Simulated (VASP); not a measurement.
A run of VASP 6.6.1 is set up as follows.

INCAR

```
SYSTEM = NaTa8O20
PREC = Accurate ; ENCUT = 520
EDIFF = 1E-6 ; ISMEAR = -1
SIGMA = 0.01 ; LREAL = .FALSE.
LASPH = .TRUE. ; NELM = 120
ALGO = Normal ; ISIF = 2
LWAVE = .FALSE. ; LCHARG = .FALSE.
GGA = PS ; NELECT = 216.0
NBANDS = 128 ; GGA_COMPAT = .FALSE.
```

The input KPOINTS:

```
Automatic mesh
0
Gamma
  1 1 1
  0.25 0.25 0.25
```

The input POSCAR:

```
NaTa8O20
1.0
    0.0000000000     11.9846651800      3.5696847700
    5.7020527300      0.0000000000      3.5696847700
    5.7020527300     11.9846651800      0.0000000000
Ta O Na
8 20 1
Direct
    0.1032881953      0.4025377109      0.7577741571
    0.6001634225      0.9000561330      0.2607046596
    0.3985735730      0.1018314605      0.7465900466
    0.8997202422      0.6036945633      0.2450921712
    0.2379425687      0.2586321043      0.4054266939
    0.7404406787      0.7601146722      0.9029105789
    0.2552156440      0.2456765113      0.1014943102
    0.7616504597      0.7516302883      0.5950602032
    0.3141635354      0.6879122756      0.5799199689
    0.8022457653      0.2002501980      0.0749703182
    0.1950920431      0.8069927741      0.9262893497
    0.6819487769      0.3204790333      0.4297404444
    0.4160534132      0.5861044377      0.1889184416
    0.9202514601      0.0815396271      0.6957586304
    0.0879581150      0.9177782536      0.3052071952
    0.5678233004      0.4378461455      0.8179848272
    0.3986393746      0.0677565931      0.3361667808
    0.9331067814      0.6018818329      0.8018459591
    0.0686977751      0.4120875188      0.2027596054
    0.5919142441      0.9355671258      0.6797587626
    0.1923274435      0.3391276493      0.5705241803
    0.6669197746      0.8129242118      0.0962187280
    0.3088473895      0.1922657617      0.9238624817
    0.8136017154      0.6961677137      0.4193815692
    0.2391825681      0.2391155198      0.7608160250
    0.7626501692      0.7638024026      0.2374851922
    0.2511990206      0.2323805008      0.2547960126
    0.7759006977      0.7547984576      0.7305962069
    0.2012303540      0.8028868425      0.3961394306
```

Potentials or basis: VASP PAW PBE potentials, release 64 (Ta_pv, O, Na_pv).

Run with:

```console
$ cat potpaw_PBE.64/Ta_pv/POTCAR potpaw_PBE.64/O/POTCAR potpaw_PBE.64/Na_pv/POTCAR > POTCAR
$ mpirun -np 1 vasp_std > vasp.out
```

(1) Predict the largest force.

Results:

(1) 0.223 eV/Å.

Caveat: the cell carries a net charge on a neutralising background, which shifts energy and pressure; the PAW data sets were made with another functional, which shifts forces and pressure a little.
